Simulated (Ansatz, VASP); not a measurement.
# Two plane-wave programs on TePb

POSCAR

```
TePb
1.0
    2.3105766187      1.3340120312      3.7765328392
   -2.3105766187      1.3340120312      3.7765328392
    0.0000000000     -2.6680240671      3.7765328375
Pb Te
1 1
Direct
    1.0081646271      1.0081646271      1.0081646271
    0.5128353729      0.5128353729      0.5128353729
```

Contents of INCAR.step1:

```
PREC = Accurate
ENCUT = 520
ISMEAR = 0
SIGMA = 0.01
LREAL = F
LASPH = T
NELM = 60
NBANDS = 17
GGA = PE
ALGO = Normal
EDIFF = 1E-4
LWAVE = T
LCHARG = F
```

Contents of INCAR.step2:

```
PREC = Accurate
ENCUT = 520
EDIFF = 1E-6
ISMEAR = 0
SIGMA = 0.01
LREAL = F
LASPH = T
NELM = 60
ALGO = Normal
ISIF = 2
LWAVE = F
LCHARG = F
METAGGA = R2SCAN
LMIXTAU = T
NBANDS = 17
ISTART = 1
```

KPOINTS

```
Automatic mesh
0
Gamma
  8 8 8
```

Input for Ansatz:

```yaml
crystal:
  lattice:
    - [2.3105766187, 1.3340120312, 3.7765328392]
    - [-2.3105766187, 1.3340120312, 3.7765328392]
    - [0.0, -2.6680240671, 3.7765328375]
  atoms:
    - { symbol: Pb, position: [1.0081646271, 1.0081646271, 1.0081646271] }
    - { symbol: Te, position: [0.5128353729, 0.5128353729, 0.5128353729] }
kpoints:
  mp_grid: { grid: [8, 8, 8] }
  band_path:
    path:
      - [0.0, 0.0, 0.0]
      - [-0.5, -0.5, -0.5]
      - [-0.5, -0.2498510313, -0.7501489687]
      - [-0.2498510313, 0.2498510313, -0.5]
      - [0.0, 0.0, -0.5]
      - [0.0, 0.3749255157, -0.3749255157]
      - [-0.3749255157, 0.0, -0.6250744843]
      - [-0.5, 0.0, -0.5]
    npoints: 1
hamiltonian:
  xc: r2scan
scf:
  occupations: { method: fixed }
  n_extra_bands: 4
output:
  forces: true
  stress: true
  eigenvalues: true
```

Alike in both runs: task single point; functional r2SCAN; k mesh 8 × 8 × 8; no spin polarisation.

```csv
,VASP,Ansatz
version,VASP 6.6.1,Ansatz 0.2.0
potentials or method,"VASP PAW PBE potentials, release 64 (Pb_d, Te)","plane waves, PAW"
plane-wave cutoff (eV),520,500
occupations,"gaussian, width 0.01 eV",fixed
valence electrons in the cell,20,30
```

|  | VASP | Ansatz | Ansatz less VASP |
| --- | --- | --- | --- |
| gap on the k mesh at the Fermi level (eV) | 1.10 | 1.10 | -0.003 |
| pressure (GPa) | 0.0 | 0.0 | +0.01 |

VASP's potentials were made for PBE, not for r2SCAN. VASP's potentials hold 20 valence electrons a cell and Ansatz's 30, so a difference there can come from the potentials and not from the codes.

Neither program's run includes spin-orbit coupling.
